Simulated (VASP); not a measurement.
Set up this calculation in VASP 6.6.1, as the native input.

```yaml
Task: single point
Functional: r2SCAN
Potentials_or_basis: VASP PAW PBE potentials, release 64 (C)
Cutoff: 520 eV
k_mesh: 24 × 24 × 8
Occupations: gaussian, width 0.15 eV
Spin: no spin polarisation
Dipole_correction: no
Further_INCAR_settings: ALGO = Normal; EDIFF = 1e-07; NBANDS = 16
```

Crystal: C.

```
C
1.0
     2.45589    0.00000    0.00000
    -1.22795    2.12686    0.00000
     0.00000    0.00000    7.26128
C
4
Direct
  0.00000 0.00000 0.00250
  0.00000 0.00000 0.50250
  0.33333 0.66667 0.00250
  0.66667 0.33333 0.50250
```

This cell differs from its parent crystal: strain +0.0300 x Voigt [0, 0, 1, 0, 0, 0].

These files were run (other wordings do the same):

POSCAR

```
C
1.0
    2.4558907252      0.0000000000      0.0000000000
   -1.2279453626      2.1268637570      0.0000000000
    0.0000000000      0.0000000000      7.2612791509
C
4
Direct
    0.0000000000      0.0000000000      0.0025000000
    0.0000000000      0.0000000000      0.5025000000
    0.3333333333      0.6666666667      0.0025000000
    0.6666666667      0.3333333333      0.5025000000
```

INCAR.step1

```
  PREC = Accurate
  ENCUT = 520
  ISMEAR = 0
  SIGMA = 0.15
  LREAL = False
  LASPH = True
  NELM = 100
  NBANDS = 16
  GGA = PE
  ALGO = Normal
  EDIFF = 1E-4
  LWAVE = True
  LCHARG = False
```

INCAR.step2

```
  PREC = Accurate
  ENCUT = 520
  EDIFF = 1E-7
  ISMEAR = 0
  SIGMA = 0.15
  LREAL = False
  LASPH = True
  NELM = 100
  ALGO = Normal
  ISIF = 2
  LWAVE = False
  LCHARG = False
  METAGGA = R2SCAN
  LMIXTAU = True
  NBANDS = 16
  ISTART = 1
```

KPOINTS

```
regular mesh
0
Gamma
  24 24 8
```

Potentials or basis: VASP PAW PBE potentials, release 64 (C).

The run is started by

```bash
$ cat potpaw_PBE.64/C/POTCAR > POTCAR
$ cp INCAR.step1 INCAR
$ mpirun -np 1 vasp_std > vasp.out
$ cp INCAR.step2 INCAR
$ mpirun -np 1 vasp_std > vasp.out
```

It gave:

The pressure is 0.5 GPa and the band gap on the k mesh is zero (bands 8 and 9 overlap by 0.01 eV).

Caveat: the cell differs from its parent crystal (strain +0.0300 x Voigt [0, 0, 1, 0, 0, 0]); the PAW data sets were made with another functional, which shifts forces and pressure a little.

Run time: 6.8 min on 1 thread of Intel(R) Xeon(R) Platinum 8488C (Sapphire Rapids), on a shared host, peak memory 0.25 GiB.
